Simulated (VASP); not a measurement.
# Cd: relaxation of cell and atoms with LDA

Crystal: Cd.

```
Cd
1.0
     2.87000    0.00000    0.00000
     0.00000    2.87000    0.00000
     0.00000    0.00000    2.87000
Cd
1
Direct
  0.00000 0.00000 0.00000
```

```yaml
Program: VASP 6.6.1
Task: relaxation of cell and atoms
Functional: LDA
Potentials_or_basis: VASP PAW LDA potentials, release 64 (Cd)
Cutoff: 600 eV
k_mesh: 8 × 8 × 8
Occupations: fermi-dirac, width 0.05 eV
Spin: no spin polarisation
Target_pressure: 20 GPa
Dipole_correction: no
Further_INCAR_settings: ALGO = Normal; EDIFF = 1e-07; IBRION = 2; EDIFFG = -0.01; NSW = 80; ISIF = 3
```

| Item | Value |
| --- | --- |
| Relaxed volume | 18.98 Å³/atom |
| Relaxed cell | a = 2.668 Å, b = 2.668 Å, c = 2.668 Å, α = 90.00°, β = 90.00°, γ = 90.00° |
| Space group after relaxing (to 0.05 Å) | Pm-3m (No. 221) |
| Energy change on relaxing (the enthalpy is what falls) | +227.2 meV/atom |
| Ionic steps | 7 |
| Pressure after relaxing | 20.0 GPa |
| Band gap on the k mesh | zero (band 6 reaches 9.21 eV, above the bottom of band 7 at 1.24 eV) |

The path:
```csv
step,energy change (eV),largest force (eV/Å),pressure (GPa),volume (Å³)
1,0.0000,0.0000,-0.31,23.64
2,1.4181,0.0000,84.98,14.80
3,0.1997,0.0000,18.31,19.21
4,0.2182,0.0000,19.44,19.06
5,0.2287,0.0000,20.08,18.97
6,0.2256,0.0000,19.88,19.00
7,0.2272,0.0000,20.00,18.98
```

Final structure:
```
Cd
1.0
     2.66754    0.00000    0.00000
     0.00000    2.66754    0.00000
     0.00000    0.00000    2.66754
Cd
1
Cartesian
  0.0000 0.0000 2.6675
```

Levels at points of the mesh, in eV from the Fermi level:
```csv
k point,band 3,band 4,band 5,band 6,band 7,band 8,band 9,band 10
"(0.00, 0.00, 0.00)",-9.93,-8.38,-8.38,-8.38,11.83,11.83,11.83,16.46
"(0.50, 0.00, 0.00)",-9.20,-9.20,-8.30,-3.55,-2.44,16.09,17.22,17.22
"(0.50, 0.50, 0.00)",-9.06,-9.06,-7.69,0.87,0.87,3.83,6.62,20.83
"(0.50, 0.50, 0.50)",-10.40,-7.64,-7.64,5.53,5.53,5.53,8.61,11.40
```

Wall time 47 s on 1 thread of Intel Xeon 6975P-C, on a shared host, peak memory 0.14 GiB.

Caveat: the cell is relaxed towards a set pressure, so the enthalpy falls and the energy may rise; the volume moved by over 15 % at a fixed basis, so the end points are rough.
